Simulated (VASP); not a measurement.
A run of VASP 6.6.1 is set up as follows.

Contents of INCAR:

```
ALGO = Normal
EDIFF = 1E-7
ENCUT = 520
GGA = PS
ISIF = 2
ISMEAR = 1
LASPH = T
LCHARG = F
LREAL = F
LWAVE = F
NBANDS = 17
NELM = 60
PREC = Accurate
SIGMA = 0.1
```

KPOINTS

```
k-points
0
Gamma
  7 7 4
```

POSCAR

```
Pt
1.0
    2.6907726642      0.0013797249     -0.0004382479
   -1.3441970645      2.3410854199     -0.0036151228
   -0.0007699067     -0.0078197158      4.8369811713
Pt
2
Direct
    0.6603786657      0.3244513129      0.7289783115
    0.3226701583      0.7158106464      0.2301778015
```

Potentials or basis: VASP PAW PBE potentials, release 64 (Pt).

Command:

```sh
$ cat potpaw_PBE.64/Pt/POTCAR > POTCAR
$ mpirun -np 1 vasp_std > vasp.out
```

Q: Predict the largest force.

A: 0.107 eV/Å.

Q: Predict the band gap on the k mesh.

A: Zero (band 10 reaches 11.21 eV, above the bottom of band 11 at 10.19 eV).

Forces in eV/Å, atoms in the order of the input:
```
Pt   0.081 -0.019  0.067
Pt  -0.081  0.019 -0.067
```

Caveat: the k points lie up to 0.38 Å⁻¹ apart; the PAW data sets were made with another functional, which shifts forces and pressure a little; spin-orbit coupling is left out, which moves the levels of the heavy elements.
